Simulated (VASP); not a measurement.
The system is BaS.

```
Ba S
1.0
     0.00000    3.21180    3.21180
     3.21180    0.00000    3.21180
     3.21180    3.21180    0.00000
Ba S
1 1
Direct
  0.00000 0.00000 0.00000
  0.50000 0.50000 0.50000
```

Base run:

```yaml
Program: VASP 6.6.1
Functional: r2SCAN
Potentials_or_basis: VASP PAW PBE potentials, release 64 (Ba_sv, S)
Cutoff: 520 eV
k_mesh: 8 × 8 × 8
Occupations: gaussian, width 0.01 eV
Spin: no spin polarisation
```

Its results: band gap on the k mesh 2.49 eV, indirect (least direct gap 2.63 eV); pressure 0.6 GPa.

**Question.** The run is repeated on the same cell with these changes: functional from r2SCAN to PBE; k mesh from 8 × 8 × 8 to 4 × 4 × 4. What comes out?

**Answer.** Band gap on the k mesh 2.13 eV, indirect (least direct gap 2.28 eV); pressure 0.7 GPa.

Several settings changed at once, so the effect can't be laid on one alone.

Caveats: some runs use coarse meshes; spin-orbit coupling is left out, which moves the levels of the heavy elements; the PAW data sets were made with another functional, which shifts forces and pressure a little (some runs).

A k mesh can miss the band edges.
